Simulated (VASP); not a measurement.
Write the native input for VASP 6.6.1 that does the following.

```
Task                    : single point
Functional              : PBE
Potentials or basis     : VASP PAW PBE potentials, release 64 (W_sv)
Cutoff                  : 520 eV
k mesh                  : 12 × 12 × 12
Occupations             : fermi-dirac, width 0.1 eV
Spin                    : no spin polarisation
Dipole correction       : no
k mesh for the DOS      : 18 × 18 × 18
Occupations for the DOS : tetrahedron
Further INCAR settings  : ALGO = Normal; EDIFF = 1e-06
```

W:

```
W
1.0
     0.00000    2.91581    2.91581
     2.91581    0.00000    2.91581
     2.91581    2.91581    0.00000
W
2
Direct
  0.87500 0.87500 0.87500
  0.12500 0.12500 0.12500
```

This isn't the form of W at room conditions, which is bcc.

The input as run:

POSCAR

```
W
1.0
    0.0000000000      2.9158088903      2.9158088903
    2.9158088903      0.0000000000      2.9158088903
    2.9158088903      2.9158088903      0.0000000000
W
2
Direct
   -0.1250000000     -0.1250000000     -0.1250000000
    0.1250000000      0.1250000000      0.1250000000
```

INCAR.step1

```
SYSTEM = W
ALGO     = Normal         ! electronic algorithm
EDIFF    = 1E-6           ! SCF threshold, eV
ENCUT    = 520            ! plane-wave cutoff, eV
GGA      = PE             ! functional
ISIF     = 2              ! what is computed and relaxed
ISMEAR   = -1             ! smearing method
LASPH    = .TRUE.         ! aspherical terms in the spheres
LCHARG   = .TRUE.         ! write CHGCAR
LMAXMIX  = 4              ! l up to which the mixer works
LREAL    = .FALSE.        ! projectors in reciprocal space
LWAVE    = .FALSE.        ! write WAVECAR
NBANDS   = 21             ! bands
NELM     = 60             ! most SCF steps
PREC     = Accurate       ! precision mode
SIGMA    = 0.1            ! smearing width, eV
```

KPOINTS.step1

```
k-points
0
G
  12 12 12
  0 0 0
```

INCAR.step2

```
SYSTEM = W
ALGO     = Normal         ! electronic algorithm
EDIFF    = 1E-6           ! SCF threshold, eV
ENCUT    = 520            ! plane-wave cutoff, eV
GGA      = PE             ! functional
ICHARG   = 11             ! starting density
ISIF     = 2              ! what is computed and relaxed
ISMEAR   = -5             ! smearing method
LASPH    = .TRUE.         ! aspherical terms in the spheres
LCHARG   = .FALSE.        ! write CHGCAR
LMAXMIX  = 4              ! l up to which the mixer works
LORBIT   = 11             ! projections on sites
LREAL    = .FALSE.        ! projectors in reciprocal space
LWAVE    = .FALSE.        ! write WAVECAR
NEDOS    = 2001           ! points of the DOS
NELM     = 60             ! most SCF steps
PREC     = Accurate       ! precision mode
SIGMA    = 0.1            ! smearing width, eV
```

KPOINTS.step2

```
k-points
0
G
  18 18 18
  0 0 0
```

Potentials or basis: VASP PAW PBE potentials, release 64 (W_sv).

Command:

```console
$ cat potpaw_PBE.64/W_sv/POTCAR > POTCAR
$ cp INCAR.step1 INCAR
$ cp KPOINTS.step1 KPOINTS
$ mpirun -np 1 vasp_std > vasp.out
$ cp INCAR.step2 INCAR
$ cp KPOINTS.step2 KPOINTS
$ mpirun -np 1 vasp_std > vasp.out
```

Results of the run:

| Property | Result |
| --- | --- |
| Valence electrons inside the program's atomic spheres | W 12.20 |

Wall time 3 min on 1 thread of Intel Xeon 8259CL (shared host), peak memory 0.28 GiB.
